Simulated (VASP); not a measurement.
# Si2Mo (C2/m) in VASP: a series of runs, part 2 of 2

VASP 6.6.1. The steps go on from the part before.

## Step 4: Single point, PBE (atoms displaced along a vibrational mode, the cell strained)

Input file INCAR:

```
SYSTEM = Si2Mo
PREC = Accurate ; ENCUT = 520
EDIFF = 1E-6 ; ISMEAR = 0
SIGMA = 0.15 ; LREAL = .FALSE.
LASPH = .TRUE. ; NELM = 60
ALGO = Normal ; ISIF = 2
LWAVE = .FALSE. ; LCHARG = .FALSE.
GGA = PE ; NBANDS = 18
```

Input file KPOINTS:

```
regular mesh
0
G
  18 18 18
  0 0 0
```

Input file POSCAR:

```
Si2Mo
1.0
   -1.6514324432      1.6514324432      3.9366136217
    1.6514324432     -1.6514324432      3.9366136217
    1.6514324432      1.6514324432     -3.9366136217
Si Mo
2 1
Direct
    0.3350971189      0.2981058086     -0.0369913103
    0.6649028811      0.7018941914      0.0369913103
    0.0000000000      0.0000000000      0.0000000000
```

Potentials or basis: VASP PAW PBE potentials, release 64 (Si, Mo_sv).

Command:

```
$ cat potpaw_PBE.64/Si/POTCAR potpaw_PBE.64/Mo_sv/POTCAR > POTCAR
$ mpirun -np 1 vasp_std > vasp.out
```

OUTCAR:

```text
SYSTEM = Si2Mo
   PREC = Accurate
   ENCUT = 520
   EDIFF = 1E-6
   ISMEAR = 0
   LREAL = .FALSE.
   LASPH = .TRUE.
   NELM = 60
   ISIF = 2
   GGA = PE

 ion  position               nearest neighbor table
   1  0.335  0.298  0.963-   2 2.55   2 2.55   3 2.60   3 2.60   2 2.61   3 2.64   3 2.75   3 2.75
                             2 2.85   2 2.85
   2  0.665  0.702  0.037-   1 2.55   1 2.55   3 2.60   3 2.60   1 2.61   3 2.64   3 2.75   3 2.75
                             1 2.85   1 2.85
   3  0.000  0.000  0.000-   2 2.60   1 2.60   2 2.60   1 2.60   1 2.64   2 2.64   2 2.75   1 2.75
                             2 2.75   1 2.75

  LATTYP: Found a body centered tetragonal cell.
 ALAT       =     3.3028648864
 C/A-ratio  =     2.3837569850

  Lattice vectors:

 A1 = (  -1.6514324432,   1.6514324432,   3.9366136217)
 A2 = (   1.6514324432,  -1.6514324432,   3.9366136217)
 A3 = (   1.6514324432,   1.6514324432,  -3.9366136217)

Analysis of symmetry for initial positions (statically):
=====================================================================
 Subroutine PRICEL returns:
 Original cell was already a primitive cell.

 Routine SETGRP: Setting up the symmetry group for a
 body centered tetragonal supercell.

[... 165 lines left out ...]
  free energy    TOTEN  =       -23.05582065 eV

  energy without entropy =      -23.05297619  energy(sigma->0) =      -23.05439842

 E-fermi :  11.2570     XC(G=0): -12.1102

 val. band max:       11.2568310618   @ k =  -0.1111  -0.1111   0.0556
 cond. band min:      11.2574180096   @ k =  -0.3889   0.5000   0.3333
 fundamental gap:      0.0005869478
 Fermi energy:        11.2569510346

 k-point     1 :       0.0000    0.0000    0.0000
  band No.  band energies     occupation
      1     -49.5186      2.00000
      2     -23.6654      2.00000
      3     -23.6086      2.00000
      4     -23.5466      2.00000
      5      -1.6442      2.00000
      6       5.3327      2.00000
[... 481 lines left out ...]
      5       1.1775      2.00000
      6       2.7298      2.00000
[... 10 lines left out ...]
     17      16.8272      0.00000
     18      18.2713      0.00000

 [... further k-points ...]
[... 5 lines left out ...]
  --------------------------------------------------------------------------------------
  -------------------------------------------------------------------------------------
  Total       -2.7979429     -2.4647366     -0.7602717      0.0000000      0.0000000     -0.2319629
  in kB     -104.3866664    -91.9552824    -28.3644930      0.0000000      0.0000000     -8.6541542
  external PRESSURE =     -74.9021473 kB  Pullay stress =       0.0000000 kB

 VOLUME and BASIS-vectors are now :
 -----------------------------------------------------------------------------
  energy-cutoff  :      520.00
  volume of cell :       42.94
      direct lattice vectors                 reciprocal lattice vectors
    -1.651432443  1.651432443  3.936613622     0.000000000  0.302767456  0.127012719
     1.651432443 -1.651432443  3.936613622     0.302767456  0.000000000  0.127012719
     1.651432443  1.651432443 -3.936613622     0.302767456  0.302767456  0.000000000

 POSITION                                       TOTAL-FORCE (eV/Angst)
 -----------------------------------------------------------------------------------
      1.52926      1.65143     -1.29832         1.023422     -0.000000      0.172851
      0.12218     -0.00000      5.23493        -1.023422      0.000000     -0.172851
      0.00000      0.00000      0.00000         0.000000      0.000000      0.000000
 -----------------------------------------------------------------------------------
    total drift:                                0.000000     -0.000000     -0.000000

  FREE ENERGIE OF THE ION-ELECTRON SYSTEM (eV)
  ---------------------------------------------------
  free  energy   TOTEN  =       -23.0558206492 eV

  energy  without entropy=      -23.0529761946  energy(sigma->0) =      -23.05439842
```

stdout:

```text
POSCAR found type information on POSCAR SiMo
 POSCAR found :  2 types and       3 ions
 scaLAPACK will be used
 LDA part: xc-table for (Slater+PW92), standard interpolation
 POSCAR, INCAR and KPOINTS ok, starting setup
 FFT: planning ... GRIDC
 FFT: planning ... GRID_SOFT
 FFT: planning ... GRID
 WAVECAR not read
 entering main loop
```

Wall time 11 min (1 thread of Intel Xeon 6975P-C (Granite Rapids), shared host); peak memory 1.1 GiB.

Results:

```yaml
Free_energy: -23.0558 eV
Pressure: -7.5 GPa
Largest_force: 1.038 eV/Å
Band_gap_on_the_k_mesh: zero (bands 11 and 12 overlap by 0.76 eV)
```

Forces on the atoms (eV/Å):
```
Si   1.023  0.000  0.173
Si  -1.023  0.000 -0.173
Mo   0.000  0.000  0.000
```

Stress tensor (GPa, compression positive):
```
-10.44   0.00  -0.87
  0.00  -9.20   0.00
 -0.87   0.00  -2.84
```

Caveat: the cell differs from its parent crystal (atoms displaced along a vibrational mode, the cell strained); the stress differs along the axes, from -10 to -3 GPa; forces of over 1 eV/Å act on the atoms, so gaps and moduli don't describe the material at rest.

## Step 5: The runs side by side

```csv
cell,gap on the mesh (eV),pressure (GPa),largest force (eV/Å)
"a = 4.532 Å, angles 139.0, 139.0, 59.4°, 3 atoms, atomic positions A",none,6.0,0.47
"a = 4.593 Å, angles 137.3, 137.3, 62.0°, 3 atoms, atomic positions B",none,-11.2,0.93
"a = 4.577 Å, angles 137.7, 137.7, 61.4°, 3 atoms, atomic positions B",none,-7.5,1.04
```

Alike in all rows: task single point; level PBE; potentials or basis VASP PAW PBE potentials, release 64 (Si, Mo_sv); no spin polarisation; k mesh 18 × 18 × 18; cutoff (eV) 520; smearing gaussian 0.15 eV.

Caveats: the cell stands under pressure (at least some runs); the stress differs along the axes, from -15 to -5 GPa (at least some runs); the stress differs along the axes, from -10 to -3 GPa (at least some runs); forces of over 1 eV/Å act on the atoms, so gaps and moduli don't describe the material at rest (at least some runs).

Absolute energies hang on the potentials; compare differences alone.
